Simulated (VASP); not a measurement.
Wanted: the native input for a VASP 6.6.1 run.

| Property | Result |
| --- | --- |
| Task | single point |
| Functional | RPBE |
| Potentials or basis | VASP PAW PBE potentials, release 64 (W_sv, S) |
| Cutoff | 520 eV |
| k mesh | 10 × 10 × 3 |
| Occupations | fermi-dirac, width 0.05 eV |
| Spin | no spin polarisation |
| Dipole correction | no |
| Further INCAR settings | ALGO = Normal; EDIFF = 1e-06; NBANDS = 35 |

The structure of WS2 (Tungstenite) lies in POSCAR:

```
WS2
1.0
    3.2423687753      0.0000000000      0.0000000000
   -1.6211843877      2.8079737278      0.0000000000
    0.0000000000      0.0000000000     12.7451602803
W S
2 4
Direct
    0.6666666667      0.3333333333      0.7500000000
    0.3333333333      0.6666666667      0.2500000000
    0.6666666667      0.3333333333      0.3750000000
    0.3333333333      0.6666666667      0.8750000000
    0.6666666667      0.3333333333      0.1250000000
    0.3333333333      0.6666666667      0.6250000000
```

One way to write it, as run:

INCAR

```
ALGO     = Normal         # electronic algorithm
EDIFF    = 1E-6           # SCF threshold, eV
ENCUT    = 520            # plane-wave cutoff, eV
GGA      = RP             # functional
ISIF     = 2              # what is computed and relaxed
ISMEAR   = -1             # smearing method
LASPH    = T              # aspherical terms in the spheres
LCHARG   = F              # write CHGCAR
LREAL    = F              # projectors in reciprocal space
LWAVE    = F              # write WAVECAR
NBANDS   = 35             # bands
NELM     = 100            # most SCF steps
PREC     = Accurate       # precision mode
SIGMA    = 0.05           # smearing width, eV
```

KPOINTS

```
k-points
0
Gamma
  10 10 3
```

Potentials or basis: VASP PAW PBE potentials, release 64 (W_sv, S).

Run with:

```sh
$ cat potpaw_PBE.64/W_sv/POTCAR potpaw_PBE.64/S/POTCAR > POTCAR
$ mpirun -np 1 vasp_std > vasp.out
```

Results of the run:

The pressure is -3.7 GPa. The largest force is 0.744 eV/Å and the band gap on the k mesh is 1.23 eV, indirect (least direct gap 1.94 eV).

Caveat: the PAW data sets were made with another functional, which shifts forces and pressure a little; spin-orbit coupling is left out, which moves the levels of the heavy elements; this functional lacks dispersion, which binds the layers, so the pressure and a relaxed spacing across them are unreliable.

It took 63 s on 1 thread of AMD EPYC 9R45 96-Core Processor (Zen 5), on a shared host, peak memory 0.24 GiB.
